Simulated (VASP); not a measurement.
Hf: single point with PBEsol+D3(BJ)

The system is Hf, a slab with vacuum.

```
CELL_PARAMETERS angstrom
3.12580 0.00000 0.00000
-1.56290 2.70702 0.00000
0.00000 0.00000 24.97028
ATOMIC_POSITIONS crystal
Hf 0.66667 0.33333 0.28033
Hf 0.33333 0.66667 0.37575
Hf 0.66667 0.33333 0.47592
```

```json
{
  "Program": "VASP 6.6.1",
  "Task": "single point",
  "Functional": "PBEsol",
  "Dispersion": "D3(BJ)",
  "Potentials or basis": "VASP PAW PBE potentials, release 64 (Hf_pv)",
  "Cutoff": "400 eV",
  "k mesh": "12 × 12 × 1",
  "Occupations": "methfessel-paxton, width 0.1 eV",
  "Spin": "no spin polarisation",
  "Dipole correction": "yes",
  "Further INCAR settings": "ALGO = Normal; EDIFF = 1e-06; NBANDS = 22; NELMDL = -8"
}
```

- Largest force: 0.414 eV/Å
- Band gap on the k mesh: zero (bands 15 and 16 overlap by 1.18 eV)
- Dispersion energy per atom: -0.326 eV

Forces in eV/Å, atoms in the order of the input:
```
Hf   0.000  0.000 -0.030
Hf   0.000  0.000  0.414
Hf   0.000  0.000 -0.384
```

Levels at points of the mesh, in eV from the Fermi level:
| k point | band 13 | band 14 | band 15 | band 16 | band 17 | band 18 |
| --- | --- | --- | --- | --- | --- | --- |
| (0.00, 0.00, 0.00) | -0.13 | -0.03 | 0.80 | 1.24 | 1.24 | 1.32 |
| (0.50, 0.00, 0.00) | -1.53 | -1.15 | 0.05 | 0.92 | 1.47 | 1.61 |

Wall time 4.6 min on 1 thread of Intel Xeon 8259CL, with other jobs on the host, peak memory 0.26 GiB.

Caveat: the PAW data sets were made with another functional, which shifts forces and pressure a little; spin-orbit coupling is left out, which moves the levels of the heavy elements.
